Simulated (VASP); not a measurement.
# ZnS (P6_3mc) in VASP: a series of runs, part 2 of 3

VASP 6.6.1. Earlier steps stand in the parts before.

### Step 3. Single point, r2SCAN (atoms moved along the polar distortion)

File POSCAR:

```
ZnS
1.0
    3.8068031196      0.0000000000      0.0000000000
   -1.9034015598      3.2967882088      0.0000000000
    0.0000000000      0.0000000000      6.2465812868
Zn S
2 2
Direct
    0.3333333333      0.6666666667      0.0003581639
    0.6666666667      0.3333333333      0.5003581639
    0.3333333333      0.6666666667      0.3746418361
    0.6666666667      0.3333333333      0.8746418361
```

File INCAR.step1:

```
SYSTEM = ZnS
ALGO     = Normal         ! electronic algorithm
EDIFF    = 1E-4           ! SCF threshold, eV
ENCUT    = 520            ! plane-wave cutoff, eV
GGA      = PE             ! functional
ISMEAR   = 0              ! smearing method
LASPH    = .True.         ! aspherical terms in the spheres
LCHARG   = .False.        ! write CHGCAR
LREAL    = .False.        ! projectors in reciprocal space
LWAVE    = .True.         ! write WAVECAR
NBANDS   = 26             ! bands
NELM     = 80             ! most SCF steps
PREC     = Accurate       ! precision mode
SIGMA    = 0.01           ! smearing width, eV
```

File INCAR.step2:

```
SYSTEM = ZnS
ALGO     = Normal         ! electronic algorithm
EDIFF    = 1E-6           ! SCF threshold, eV
ENCUT    = 520            ! plane-wave cutoff, eV
ISIF     = 2              ! what is computed and relaxed
ISMEAR   = 0              ! smearing method
ISTART   = 1            
LASPH    = .True.         ! aspherical terms in the spheres
LCHARG   = .True.         ! write CHGCAR
LELF     = .True.         ! ELF
LMIXTAU  = .True.       
LREAL    = .False.        ! projectors in reciprocal space
LVHAR    = .True.       
LWAVE    = .False.        ! write WAVECAR
METAGGA  = R2SCAN         ! meta-GGA
NBANDS   = 26             ! bands
NELM     = 80             ! most SCF steps
PREC     = Accurate       ! precision mode
SIGMA    = 0.01           ! smearing width, eV
```

File KPOINTS:

```
k-points
0
Gamma
  9 9 6
  0 0 0
```

Potentials or basis: VASP PAW PBE potentials, release 64 (Zn, S).

On the command line:

```bash
$ cat potpaw_PBE.64/Zn/POTCAR potpaw_PBE.64/S/POTCAR > POTCAR
$ cp INCAR.step1 INCAR
$ mpirun -np 1 vasp_std > vasp.out
$ cp INCAR.step2 INCAR
$ mpirun -np 1 vasp_std > vasp.out
```

OUTCAR:

```text
SYSTEM = ZnS
   EDIFF = 1E-6
   ENCUT = 520
   ISIF = 2
   ISMEAR = 0
   ISTART = 1
   LASPH = .True.
   LREAL = .False.
   METAGGA = R2SCAN
   NELM = 80
   PREC = Accurate

 ion  position               nearest neighbor table
   1  0.333  0.667  0.000-   4 2.33   4 2.33   4 2.33   3 2.34
   2  0.667  0.333  0.500-   3 2.33   3 2.33   3 2.33   4 2.34
   3  0.333  0.667  0.375-   2 2.33   2 2.33   2 2.33   1 2.34
   4  0.667  0.333  0.875-   1 2.33   1 2.33   1 2.33   2 2.34

  LATTYP: Found a hexagonal cell.
 ALAT       =     3.8068031196
 C/A-ratio  =     1.6408994872

  Lattice vectors:

 A1 = (   3.8068031196,   0.0000000000,   0.0000000000)
 A2 = (  -1.9034015598,   3.2967882088,   0.0000000000)
 A3 = (   0.0000000000,   0.0000000000,   6.2465812868)

Analysis of symmetry for initial positions (statically):
=====================================================================
 Subroutine PRICEL returns:
 Original cell was already a primitive cell.

 Routine SETGRP: Setting up the symmetry group for a
 hexagonal supercell.

 Subroutine GETGRP returns: Found 12 space group operations
 (whereof  6 operations were pure point group operations)
 out of a pool of 24 trial point group operations.

The static configuration has the point symmetry C_3v.
 The point group associated with its full space group is C_6v.

Analysis of symmetry for dynamics (positions and initial velocities):
=====================================================================
 Subroutine PRICEL returns:
 Original cell was already a primitive cell.

 Routine SETGRP: Setting up the symmetry group for a
 hexagonal supercell.

 Subroutine GETGRP returns: Found 12 space group operations
 (whereof  6 operations were pure point group operations)
 out of a pool of 24 trial point group operations.

[... 115 lines left out ...]
   PSTRESS=    0.0 pullay stress
   NELECT =      36.0000    total number of electrons
   NUPDOWN=      -1.0000    fix difference up-down
   EMIN   =  10.00;   EMAX   =-10.00  energy-range for DOS
   EFERMI =   0.00;   METHOD = LEGACY
   ISMEAR =     0;   SIGMA  =   0.01  broadening in eV -4-tet -1-fermi 0-gaus
   EFERMI_NEDOS =   21; number of points for ismear=-14 and -15
   IALGO  =     38    algorithm
   IMIX   =      4    mixing-type and parameters
     AMIX     =   0.40;   BMIX     =  1.00
     AMIX_MAG =   1.60;   BMIX_MAG =  1.00
  volume/ion in A,a.u.               =      19.60       132.26
  Fermi-wavevector in a.u.,A,eV,Ry     =   1.263022  2.386766 21.704361  1.595226
  Thomas-Fermi vector in A             =   2.396401
   LORBIT       =      0    0 simple, 1 ext, 2 COOP (PROOUT), +10 PAW based schemes
   METAGGA = R2SCAN    functional components
   LHFCALC =     F    Hartree Fock is set to
   AEXX    =    0.0000 exact exchange contribution
   IVDW    =     0    specifies the selected vdW correction
   LEPSILON=     F    determine dielectric tensor
   LRPA    =     F    only Hartree local field effects (RPA)
 non-spin polarized calculation
 Gauss-broadening in eV      SIGMA  =   0.01
  energy-cutoff  :      520.00
  volume of cell :       78.40
 maximum number of plane-waves:      2130
   NGX = 15   NGY = 15   NGZ = 23

 number of electron      35.9999979 magnetization

 Free energy of the ion-electron system (eV)
  ---------------------------------------------------
  ext. energy  EPLUGINS =         0.00000000
  ---------------------------------------------------
  free energy    TOTEN  =       -37.72369548 eV

  energy without entropy =      -37.72369548  energy(sigma->0) =      -37.72369548

 E-fermi :   2.0040     XC(G=0): -10.3101

 val. band max:        1.9124373124   @ k =   0.0000   0.0000   0.0000
 cond. band min:       4.6972104843   @ k =   0.0000   0.0000   0.0000
 fundamental gap:      2.7847731720
 Fermi energy:         2.0039788536

 k-point     1 :       0.0000    0.0000    0.0000
  band No.  band energies     occupation
      1     -11.8362      2.00000
      2     -10.8769      2.00000
      3      -4.6201      2.00000
      4      -4.6052      2.00000
      5      -4.6052      2.00000
      6      -4.5143      2.00000
[... 685 lines left out ...]
     25      12.5721      0.00000
     26      12.7392      0.00000

 [... further k-points ...]
[... 5 lines left out ...]
  --------------------------------------------------------------------------------------
  -------------------------------------------------------------------------------------
  Total        0.0230077      0.0230077      0.0062626      0.0000000      0.0000000      0.0000000
  in kB        0.4702087      0.4702087      0.1279877      0.0000000      0.0000000      0.0000000
  external PRESSURE =       0.3561350 kB  Pullay stress =       0.0000000 kB

 VOLUME and BASIS-vectors are now :
 -----------------------------------------------------------------------------
  energy-cutoff  :      520.00
  volume of cell :       78.40
      direct lattice vectors                 reciprocal lattice vectors
     3.806803120  0.000000000  0.000000000     0.262687607  0.151662760  0.000000000
    -1.903401560  3.296788209  0.000000000     0.000000000  0.303325521  0.000000000
     0.000000000  0.000000000  6.246581287     0.000000000  0.000000000  0.160087567

 POSITION                                       TOTAL-FORCE (eV/Angst)
 -----------------------------------------------------------------------------------
     -0.00000      2.19786      0.00224        -0.000000     -0.000000     -0.003505
      1.90340      1.09893      3.12553         0.000000      0.000000     -0.003505
     -0.00000      2.19786      2.34023        -0.000000      0.000000      0.003505
      1.90340      1.09893      5.46352        -0.000000      0.000000      0.003505
 -----------------------------------------------------------------------------------
    total drift:                               -0.000000     -0.000000     -0.016226

  FREE ENERGIE OF THE ION-ELECTRON SYSTEM (eV)
  ---------------------------------------------------
  free  energy   TOTEN  =       -37.7236954813 eV

  energy  without entropy=      -37.7236954813  energy(sigma->0) =      -37.72369548
```

OUTCAR.step1:

```text
SYSTEM = ZnS
   EDIFF = 1E-4
   ENCUT = 520
   GGA = PE
   ISMEAR = 0
   LASPH = .True.
   LREAL = .False.
   NELM = 80
[... 925 lines left out ...]
      1.90340      1.09893      3.12553         0.000000     -0.000000      0.002389
     -0.00000      2.19786      2.34023         0.000000      0.000000     -0.002389
      1.90340      1.09893      5.46352        -0.000000     -0.000000     -0.002389
 -----------------------------------------------------------------------------------
    total drift:                               -0.000001     -0.000001      0.000610

  FREE ENERGIE OF THE ION-ELECTRON SYSTEM (eV)
  ---------------------------------------------------
  free  energy   TOTEN  =       -13.6755466093 eV

  energy  without entropy=      -13.6755466093  energy(sigma->0) =      -13.67554661
```

OSZICAR.step1:

```text
N       E                     dE             d eps       ncg     rms          rms(c)
DAV:   1     0.246356924490E+03    0.24636E+03   -0.17052E+04  2496   0.167E+03
DAV:   2     0.104066365584E+02   -0.23595E+03   -0.22598E+03  2548   0.353E+02
DAV:   3    -0.139294663910E+02   -0.24336E+02   -0.24087E+02  2992   0.112E+02
DAV:   4    -0.145221727179E+02   -0.59271E+00   -0.59129E+00  2922   0.175E+01
DAV:   5    -0.145313091079E+02   -0.91364E-02   -0.91338E-02  3004   0.215E+00    0.988E+00
DAV:   6    -0.136857109733E+02    0.84560E+00   -0.16362E+00  3744   0.371E+01    0.759E+00
DAV:   7    -0.136813879814E+02    0.43230E-02   -0.12402E+00  2644   0.653E+00    0.345E+00
DAV:   8    -0.136747361362E+02    0.66518E-02   -0.34876E-02  3022   0.176E+00    0.973E-01
DAV:   9    -0.136751914845E+02   -0.45535E-03   -0.92753E-03  3360   0.130E+00    0.230E-01
DAV:  10    -0.136753324896E+02   -0.14101E-03   -0.58638E-04  2880   0.332E-01    0.946E-02
DAV:  11    -0.136755475882E+02   -0.21510E-03   -0.33105E-04  2378   0.121E-01    0.610E-02
DAV:  12    -0.136755466093E+02    0.97892E-06   -0.15036E-05  1374   0.422E-02
   1 F= -.13675547E+02 E0= -.13675547E+02  d E =-.375851E-12
```

Wall time 8.6 min (1 thread of Intel Xeon 8259CL, shared host); peak memory 0.25 GiB.

Results:

```yaml
Free_energy: -37.7237 eV
Pressure: 0.0 GPa
Largest_force: 0.004 eV/Å
Band_gap_on_the_k_mesh: 2.78 eV
```

Forces on the atoms (eV/Å):
```
Zn   0.000  0.000 -0.004
Zn   0.000  0.000 -0.004
S    0.000  0.000  0.004
S    0.000  0.000  0.004
```

Caveat: the cell differs from its parent crystal (atoms moved along the polar distortion); the PAW data sets were made with another functional, which shifts forces and pressure a little.

### Step 4. Single point, r2SCAN (atoms moved along the polar distortion)

File POSCAR:

```
ZnS
1.0
    3.8068031196      0.0000000000      0.0000000000
   -1.9034015598      3.2967882088      0.0000000000
    0.0000000000      0.0000000000      6.2465812868
Zn S
2 2
Direct
    0.3333333333      0.6666666667     -0.0090705607
    0.6666666667      0.3333333333      0.4909294393
    0.3333333333      0.6666666667      0.3840705607
    0.6666666667      0.3333333333      0.8840705607
```

File INCAR.step1:

```
SYSTEM = ZnS
PREC = Accurate ; ENCUT = 520
ISMEAR = 0 ; SIGMA = 0.01
LREAL = .False. ; LASPH = .True.
NELM = 60 ; NBANDS = 26
GGA = PE ; ALGO = Normal
EDIFF = 1E-4 ; LWAVE = .True.
LCHARG = .False.
```

File INCAR.step2:

```
SYSTEM = ZnS
PREC = Accurate ; ENCUT = 520
EDIFF = 1E-7 ; ISMEAR = 0
SIGMA = 0.01 ; LREAL = .False.
LASPH = .True. ; NELM = 60
ALGO = Normal ; ISIF = 2
LWAVE = .False. ; LCHARG = .False.
METAGGA = R2SCAN ; LMIXTAU = .True.
NBANDS = 26 ; ISTART = 1
```

File KPOINTS:

```
Automatic mesh
0
Gamma
  9 9 6
  0 0 0
```

Potentials or basis: VASP PAW PBE potentials, release 64 (Zn, S).

On the command line:

```bash
$ cat potpaw_PBE.64/Zn/POTCAR potpaw_PBE.64/S/POTCAR > POTCAR
$ cp INCAR.step1 INCAR
$ mpirun -np 1 vasp_std > vasp.out
$ cp INCAR.step2 INCAR
$ mpirun -np 1 vasp_std > vasp.out
```

OUTCAR:

```text
SYSTEM = ZnS
   PREC = Accurate
   ENCUT = 520
   EDIFF = 1E-7
   ISMEAR = 0
   LREAL = .False.
   LASPH = .True.
   NELM = 60
   ISIF = 2
   METAGGA = R2SCAN
   ISTART = 1

 ion  position               nearest neighbor table
   1  0.333  0.667  0.991-   4 2.30   4 2.30   4 2.30   3 2.46
   2  0.667  0.333  0.491-   3 2.30   3 2.30   3 2.30   4 2.46
   3  0.333  0.667  0.384-   2 2.30   2 2.30   2 2.30   1 2.46
   4  0.667  0.333  0.884-   1 2.30   1 2.30   1 2.30   2 2.46

  LATTYP: Found a hexagonal cell.
 ALAT       =     3.8068031196
 C/A-ratio  =     1.6408994872

  Lattice vectors:

 A1 = (   3.8068031196,   0.0000000000,   0.0000000000)
 A2 = (  -1.9034015598,   3.2967882088,   0.0000000000)
 A3 = (   0.0000000000,   0.0000000000,   6.2465812868)

Analysis of symmetry for initial positions (statically):
=====================================================================
 Subroutine PRICEL returns:
 Original cell was already a primitive cell.

 Routine SETGRP: Setting up the symmetry group for a
 hexagonal supercell.

 Subroutine GETGRP returns: Found 12 space group operations
 (whereof  6 operations were pure point group operations)
 out of a pool of 24 trial point group operations.

The static configuration has the point symmetry C_3v.
 The point group associated with its full space group is C_6v.

Analysis of symmetry for dynamics (positions and initial velocities):
=====================================================================
 Subroutine PRICEL returns:
 Original cell was already a primitive cell.

 Routine SETGRP: Setting up the symmetry group for a
 hexagonal supercell.

 Subroutine GETGRP returns: Found 12 space group operations
 (whereof  6 operations were pure point group operations)
 out of a pool of 24 trial point group operations.

[... 115 lines left out ...]
   PSTRESS=    0.0 pullay stress
   NELECT =      36.0000    total number of electrons
   NUPDOWN=      -1.0000    fix difference up-down
   EMIN   =  10.00;   EMAX   =-10.00  energy-range for DOS
   EFERMI =   0.00;   METHOD = LEGACY
   ISMEAR =     0;   SIGMA  =   0.01  broadening in eV -4-tet -1-fermi 0-gaus
   EFERMI_NEDOS =   21; number of points for ismear=-14 and -15
   IALGO  =     38    algorithm
   IMIX   =      4    mixing-type and parameters
     AMIX     =   0.40;   BMIX     =  1.00
     AMIX_MAG =   1.60;   BMIX_MAG =  1.00
  volume/ion in A,a.u.               =      19.60       132.26
  Fermi-wavevector in a.u.,A,eV,Ry     =   1.263022  2.386766 21.704361  1.595226
  Thomas-Fermi vector in A             =   2.396401
   LORBIT       =      0    0 simple, 1 ext, 2 COOP (PROOUT), +10 PAW based schemes
   METAGGA = R2SCAN    functional components
   LHFCALC =     F    Hartree Fock is set to
   AEXX    =    0.0000 exact exchange contribution
   IVDW    =     0    specifies the selected vdW correction
   LEPSILON=     F    determine dielectric tensor
   LRPA    =     F    only Hartree local field effects (RPA)
 non-spin polarized calculation
 Gauss-broadening in eV      SIGMA  =   0.01
  energy-cutoff  :      520.00
  volume of cell :       78.40
 maximum number of plane-waves:      2130
   NGX = 15   NGY = 15   NGZ = 23

 number of electron      35.9999980 magnetization

 Free energy of the ion-electron system (eV)
  ---------------------------------------------------
  ext. energy  EPLUGINS =         0.00000000
  ---------------------------------------------------
  free energy    TOTEN  =       -37.65658517 eV

  energy without entropy =      -37.65658517  energy(sigma->0) =      -37.65658517

 E-fermi :   1.9927     XC(G=0): -10.3057

 val. band max:        1.9046121781   @ k =   0.0000   0.0000   0.0000
 cond. band min:       4.7314500202   @ k =   0.0000   0.0000   0.0000
 fundamental gap:      2.8268378421
 Fermi energy:         1.9927042822

 k-point     1 :       0.0000    0.0000    0.0000
  band No.  band energies     occupation
      1     -11.8521      2.00000
      2     -10.9375      2.00000
      3      -4.6811      2.00000
      4      -4.6811      2.00000
      5      -4.6259      2.00000
      6      -4.6258      2.00000
[... 685 lines left out ...]
     25      12.5333      0.00000
     26      12.7981      0.00000

 [... further k-points ...]
[... 5 lines left out ...]
  --------------------------------------------------------------------------------------
  -------------------------------------------------------------------------------------
  Total        0.8588257      0.8588257     -0.9685010      0.0000000      0.0000000      0.0000000
  in kB       17.5518041     17.5518041    -19.7932347      0.0000000      0.0000000      0.0000000
  external PRESSURE =       5.1034578 kB  Pullay stress =       0.0000000 kB

 VOLUME and BASIS-vectors are now :
 -----------------------------------------------------------------------------
  energy-cutoff  :      520.00
  volume of cell :       78.40
      direct lattice vectors                 reciprocal lattice vectors
     3.806803120  0.000000000  0.000000000     0.262687607  0.151662760  0.000000000
    -1.903401560  3.296788209  0.000000000     0.000000000  0.303325521  0.000000000
     0.000000000  0.000000000  6.246581287     0.000000000  0.000000000  0.160087567

 POSITION                                       TOTAL-FORCE (eV/Angst)
 -----------------------------------------------------------------------------------
     -0.00000      2.19786      6.18992         0.000000     -0.000000      0.514900
      1.90340      1.09893      3.06663        -0.000000      0.000000      0.514900
     -0.00000      2.19786      2.39913        -0.000000      0.000000     -0.514900
      1.90340      1.09893      5.52242        -0.000000      0.000000     -0.514900
 -----------------------------------------------------------------------------------
    total drift:                               -0.000001     -0.000001      0.003485

  FREE ENERGIE OF THE ION-ELECTRON SYSTEM (eV)
  ---------------------------------------------------
  free  energy   TOTEN  =       -37.6565851683 eV

  energy  without entropy=      -37.6565851683  energy(sigma->0) =      -37.65658517
```

OSZICAR.step1:

```text
N       E                     dE             d eps       ncg     rms          rms(c)
DAV:   1     0.246229853893E+03    0.24623E+03   -0.17060E+04  2496   0.167E+03
DAV:   2     0.104507180850E+02   -0.23578E+03   -0.22581E+03  2562   0.353E+02
DAV:   3    -0.138719993093E+02   -0.24323E+02   -0.24075E+02  2982   0.112E+02
DAV:   4    -0.144664710181E+02   -0.59447E+00   -0.59310E+00  2904   0.176E+01
DAV:   5    -0.144755836631E+02   -0.91126E-02   -0.91102E-02  3014   0.215E+00    0.100E+01
DAV:   6    -0.136177852056E+02    0.85780E+00   -0.16729E+00  3776   0.374E+01    0.769E+00
DAV:   7    -0.136128913237E+02    0.48939E-02   -0.12537E+00  2664   0.661E+00    0.348E+00
DAV:   8    -0.136062757016E+02    0.66156E-02   -0.35043E-02  3052   0.174E+00    0.980E-01
DAV:   9    -0.136067318861E+02   -0.45618E-03   -0.93648E-03  3344   0.129E+00    0.231E-01
DAV:  10    -0.136068789442E+02   -0.14706E-03   -0.60181E-04  2860   0.346E-01    0.934E-02
DAV:  11    -0.136070949642E+02   -0.21602E-03   -0.32975E-04  2450   0.131E-01    0.552E-02
DAV:  12    -0.136070949296E+02    0.34641E-07   -0.17367E-05  1394   0.516E-02
   1 F= -.13607095E+02 E0= -.13607095E+02  d E =-.172733E-63
```

Run time: 9.3 min. Hardware: 1 thread of Intel Xeon 8259CL, shared host; peak memory 0.25 GiB.

What came out:

| Property | Result |
| --- | --- |
| Free energy | -37.6566 eV |
| Pressure | 0.5 GPa |
| Largest force | 0.515 eV/Å |
| Band gap on the k mesh | 2.83 eV |

Forces on the atoms (eV/Å):
```
Zn   0.000  0.000  0.515
Zn   0.000  0.000  0.515
S    0.000  0.000 -0.515
S    0.000  0.000 -0.515
```

Stress tensor (GPa, compression positive):
```
 1.76  0.00  0.00
 0.00  1.76  0.00
 0.00  0.00 -1.98
```

Caveat: the cell differs from its parent crystal (atoms moved along the polar distortion); the PAW data sets were made with another functional, which shifts forces and pressure a little. A k mesh can miss the band edges.

[end of part 2 of 3]
